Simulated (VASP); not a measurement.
Mg2Al:

```
Mg Al
1.0
     0.00000    3.03542    3.03542
     3.03542    0.00000    3.03542
     3.03542    3.03542    0.00000
Mg Al
2 1
Direct
  0.25000 0.25000 0.25000
  0.75000 0.75000 0.75000
  0.00000 0.00000 0.00000
```

- Program: VASP 6.6.1
- Task: relaxation of cell and atoms
- Functional: PBE
- Potentials or basis: VASP PAW PBE potentials, release 64 (Mg, Al)
- Cutoff: 600 eV
- k mesh: 6 × 6 × 6
- Occupations: gaussian, width 0.1 eV
- Spin: no spin polarisation

At the start: pressure 18.1 GPa; volume 18.65 Å³/atom.

Question: How do energy, volume and symmetry change on relaxing?

Answer: Over 3 steps the energy falls by 261.0 meV/atom and the volume is 24.37 Å³/atom (+30.7 %); space group Fm-3m (No. 225, to 0.05 Å).

Step by step:
```tsv
step	energy change (eV)	largest force (eV/Å)	pressure (GPa)	volume (Å³)
1	0.0000	0.0000	18.06	55.94
2	-0.7797	0.0000	-0.74	74.74
3	-0.7830	0.0000	0.09	73.11
```

Final structure:
```xyz
3
Lattice="0.0000 3.3188 3.3188 3.3188 0.0000 3.3188 3.3188 3.3188 0.0000" Properties=species:S:1:pos:R:3 pbc="T T T"
Mg    1.6594    1.6594    1.6594
Mg    4.9783    4.9783    4.9783
Al    0.0000    0.0000    0.0000
```

Caveat: the volume moved by over 15 % at a fixed basis, so the end points are rough.
